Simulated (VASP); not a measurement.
# Si16C (a cell with a defect): single point with PBE+D3(BJ)

Crystal: Si16C (a cell with a defect).

```
Si C
1.0
     0.00000    5.43000    5.43000
     5.43000    0.00000    5.43000
     5.43000    5.43000    0.00000
Si C
16 1
Cartesian
  -0.0161 -0.2981 -0.0057
  1.3108 1.1196 1.3167
  2.6528 2.5547 0.0380
  3.9233 3.8314 1.4835
  2.7081 -0.1468 2.7138
  4.0992 1.1330 4.1052
  5.3773 2.5668 2.7621
  6.7954 3.9114 4.0563
  0.0341 2.5571 2.6576
  1.4753 3.8336 3.9329
  2.7407 6.1768 2.7434
  4.2793 6.8647 4.2823
  2.7583 2.5690 5.3829
  4.0524 3.9141 6.8004
  5.4489 5.2186 5.4522
  6.6266 6.8546 6.6300
  8.1392 9.8462 2.7186
```

| Property | Result |
| --- | --- |
| Program | VASP 6.6.1 |
| Task | single point |
| Functional | PBE |
| Dispersion | D3(BJ) |
| Potentials or basis | VASP PAW PBE potentials, release 64 (Si, C) |
| Cutoff | 520 eV |
| k mesh | 2 × 2 × 2 |
| Occupations | gaussian, width 0.02 eV |
| Spin | collinear spin, ferromagnetic start |
| Starting moments | [0.0, 0.0, 0.0, 0.0, 0.0, 0.0, 0.0, 0.0, 0.0, 0.0, 0.0, 0.0, 0.0, 0.0, 0.0, 0.0, 1.0] μB |
| Dipole correction | no |
| Further INCAR settings | LREAL = Auto; ALGO = Normal; EDIFF = 1e-07; NBANDS = 52 |

```
Pressure                                              : 1.9 GPa
Largest force                                         : 0.012 eV/Å
Net moment                                            : 0.25 μB per cell
Site moments                                          : Si +0.00, +0.01, -0.00; C +0.06 μB
Valence electrons inside the program's atomic spheres : Si 1.65, 1.70, 1.71, 1.68, 1.72; C 2.50
Dispersion energy per atom                            : -0.313 eV
```

Forces on the atoms (eV/Å):
```
Si   0.004 -0.003 -0.004
Si  -0.001 -0.002 -0.001
Si   0.004  0.002  0.001
Si   0.003 -0.001  0.002
Si   0.000  0.001  0.001
Si   0.001 -0.004  0.002
Si  -0.001  0.001 -0.001
Si  -0.001  0.000 -0.003
Si  -0.002  0.003  0.006
Si  -0.004 -0.003  0.008
Si  -0.006  0.005 -0.007
Si  -0.004  0.002 -0.001
Si  -0.005  0.000  0.001
Si  -0.003 -0.003 -0.001
Si   0.000 -0.001  0.001
Si   0.004  0.003  0.005
C    0.008  0.000 -0.009
```

Stress tensor (GPa, compression positive):
```
0.71 0.03 1.25
0.03 4.34 0.00
1.25 0.00 0.71
```

Levels at points of the mesh, in eV from the Fermi level:
Spin up:
```
           k point  band 30  band 31  band 32  band 33  band 34  band 35  band 36  band 37  band 38  band 39
(0.00, 0.00, 0.00)    -1.52    -1.32    -0.90    -0.61    -0.60    -0.38    -0.28     0.21     0.33     0.58
(0.50, 0.00, 0.00)    -1.71    -1.51    -1.34    -1.11    -0.11     0.42     0.62     0.92     1.08     1.11
(0.00, 0.50, 0.00)    -1.84    -1.37    -1.35    -1.18    -0.13     0.39     0.65     0.85     1.02     1.08
(0.00, 0.00, 0.50)    -1.71    -1.51    -1.34    -1.11    -0.10     0.42     0.61     0.93     1.07     1.11
(0.50, 0.50, 0.50)    -1.82    -1.39    -1.35    -1.18    -0.16     0.45     0.64     0.87     1.01     1.06
(0.50, 0.50, 0.00)    -1.98    -1.96    -1.82    -1.16    -0.91     0.77     1.11     1.28     1.78     1.97
(0.00, 0.50, 0.50)    -1.98    -1.97    -1.82    -1.16    -0.91     0.77     1.11     1.28     1.78     1.97
(0.50, 0.00, 0.50)    -1.97    -1.93    -1.87    -1.22     0.22     0.43     0.98     1.37     1.59     1.63
```
Spin down:
```tsv
k point	band 31	band 32	band 33	band 34	band 35	band 36	band 37	band 38
(0.00, 0.00, 0.00)	-1.24	-0.89	-0.60	-0.60	-0.33	-0.26	0.22	0.34
(0.50, 0.00, 0.00)	-1.49	-1.31	-1.11	0.01	0.43	0.63	0.93	1.08
(0.00, 0.50, 0.00)	-1.37	-1.34	-1.16	-0.01	0.39	0.66	0.86	1.02
(0.00, 0.00, 0.50)	-1.49	-1.31	-1.11	0.02	0.43	0.62	0.93	1.08
(0.50, 0.50, 0.50)	-1.38	-1.34	-1.16	-0.05	0.45	0.64	0.89	1.02
(0.50, 0.50, 0.00)	-1.95	-1.81	-1.14	-0.80	0.78	1.16	1.28	1.79
(0.00, 0.50, 0.50)	-1.96	-1.81	-1.14	-0.80	0.78	1.17	1.28	1.79
(0.50, 0.00, 0.50)	-1.92	-1.85	-1.18	0.23	0.44	1.14	1.38	1.59
```

Wall time 16 min on 1 thread of Oxide Virtual Turin-like Processor, with other jobs on the host, peak memory 0.68 GiB.

Caveat: the k points lie up to 0.50 Å⁻¹ apart.
